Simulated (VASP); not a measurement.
Wanted: the native input for a VASP 6.6.1 run.

```
Task                   : single point
Functional             : PBEsol
Potentials or basis    : VASP PAW PBE potentials, release 64 (Ga_d, As)
Cutoff                 : 520 eV
k mesh                 : 8 × 8 × 8
Occupations            : fermi-dirac, width 0.01 eV
Spin                   : non-collinear spin, zero start, spin-orbit coupling
Starting moments       : [[0.0, 0.0, 0.0], [0.0, 0.0, 0.0]] μB
Dipole correction      : no
Further INCAR settings : ALGO = Normal; EDIFF = 1e-07; NBANDS = 30
```

The structure of GaAs lies in POSCAR:

```
GaAs
1.0
    0.0000000000      2.8290523326      2.8149070710
    2.8290523326      0.0000000000      2.8149070710
    2.8290523326      2.8290523326      0.0000000000
Ga As
1 1
Direct
    0.0000000000      0.0000000000      0.0000000000
    0.7500000000      0.7500000000      0.7500000000
```

This cell differs from its parent crystal: z stretched by -0.5 %, x and y held.

One way to write it, as run:

INCAR

```
ALGO = Normal
EDIFF = 1E-7
ENCUT = 520
GGA = PS
GGA_COMPAT = F
ISIF = 2
ISMEAR = -1
LASPH = T
LCHARG = F
LNONCOLLINEAR = T
LORBIT = 11
LORBMOM = T
LREAL = F
LSORBIT = T
LWAVE = F
MAGMOM = 0 0 0 0 0 0
NBANDS = 30
NELM = 150
PREC = Accurate
SIGMA = 0.01
```

KPOINTS

```
k-points
0
Gamma
  8 8 8
```

Potentials or basis: VASP PAW PBE potentials, release 64 (Ga_d, As).

Command:

```sh
$ cat potpaw_PBE.64/Ga_d/POTCAR potpaw_PBE.64/As/POTCAR > POTCAR
$ mpirun -np 1 vasp_ncl > vasp.out
```

It gave:

```json
{
 "Pressure": "0.5 GPa",
 "Net moment": "0.00 μB per cell",
 "Valence electrons inside the program's atomic spheres": "Ga 11.68; As 2.84"
}
```

Caveat: the cell differs from its parent crystal (z stretched by -0.5 %, x and y held); the PAW data sets were made with another functional, which shifts forces and pressure a little.

Wall time 4.6 min on 1 thread of Intel(R) Xeon(R) 6975P-C (Granite Rapids), on a shared host, peak memory 0.39 GiB.
